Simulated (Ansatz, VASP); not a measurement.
# One calculation of GaOs3, two programs

File INCAR:

```
SYSTEM = GaOs3
PREC = Accurate ; ENCUT = 600
EDIFF = 1E-7 ; ISMEAR = 0
SIGMA = 0.1 ; LREAL = .False.
LASPH = .True. ; NELM = 80
ALGO = Fast ; ISIF = 3
LWAVE = .False. ; LCHARG = .False.
GGA = PE ; IBRION = 2
NSW = 100 ; EDIFFG = -0.01
```

Contents of KPOINTS:

```
Automatic mesh
0
Gamma
  12 12 12
  0 0 0
```

POSCAR

```
GaOs3
1.0
    3.8768684437      0.0000000000      0.0000000000
    0.0000000000      3.8768684437      0.0000000000
    0.0000000000      0.0000000000      3.8768684437
Ga Os
1 3
Direct
    0.0000000000      0.0000000000      0.0000000000
    0.0000000000      0.5000000000      0.5000000000
    0.5000000000      0.0000000000      0.5000000000
    0.5000000000      0.5000000000      0.0000000000
```

Input for Ansatz:

```yaml
crystal:
  lattice:
    - [3.8768684437, 0.0, 0.0]
    - [0.0, 3.8768684437, 0.0]
    - [0.0, 0.0, 3.8768684437]
  atoms:
    - { symbol: Ga, position: [0.0, 0.0, 0.0] }
    - { symbol: Os, position: [0.0, 0.5, 0.5] }
    - { symbol: Os, position: [0.5, 0.0, 0.5] }
    - { symbol: Os, position: [0.5, 0.5, 0.0] }
basis:
  ecutwfc: 420
kpoints:
  mp_grid: { grid: [12, 12, 12] }
hamiltonian:
  xc: pbe
scf:
  occupations: { method: gaussian, width: 0.1 }
output:
  forces: true
  stress: true
  eigenvalues: true
  write_density: true
  write_potential: true
  elf: true
  volumetric_format: npy
relax:
  adjacent_minimum: "off"
  f_tol: 0.01
  max_steps: 80
  cell: { stress_tol: 0.05 }
```

Alike in both runs: task relaxation of cell and atoms; functional PBE; k mesh 12 × 12 × 12; occupations gaussian, width 0.1 eV; no spin polarisation.

```csv
,VASP,Ansatz
version,VASP 6.6.1,Ansatz 0.2.0
potentials or method,"VASP PAW PBE potentials, release 64 (Ga_d, Os), cutoff 600 eV","scalar-relativistic, plane waves, PAW"
valence electrons in the cell,37,61
```

Ansatz gave:

| Property | Result |
| --- | --- |
| gap on the k mesh at the Fermi level, each at its own relaxed structure (eV) | none |
| relaxed volume (Å³/atom) | 14.53 |
| relaxed length of the cell vector where the two differ most in proportion (Å) | 3.873 |

Question: What did VASP give for the same quantities?

Answer: gap on the k mesh at the Fermi level, each at its own relaxed structure (eV): none; relaxed volume (Å³/atom): 14.54; relaxed length of the cell vector where the two differ most in proportion (Å): 3.875.

A gap of «none» marks a metal or a gap that the smearing closes. VASP's potentials hold 37 valence electrons a cell and Ansatz's 61, so a difference there can come from the potentials and not from the codes.

Neither program's run includes spin-orbit coupling.
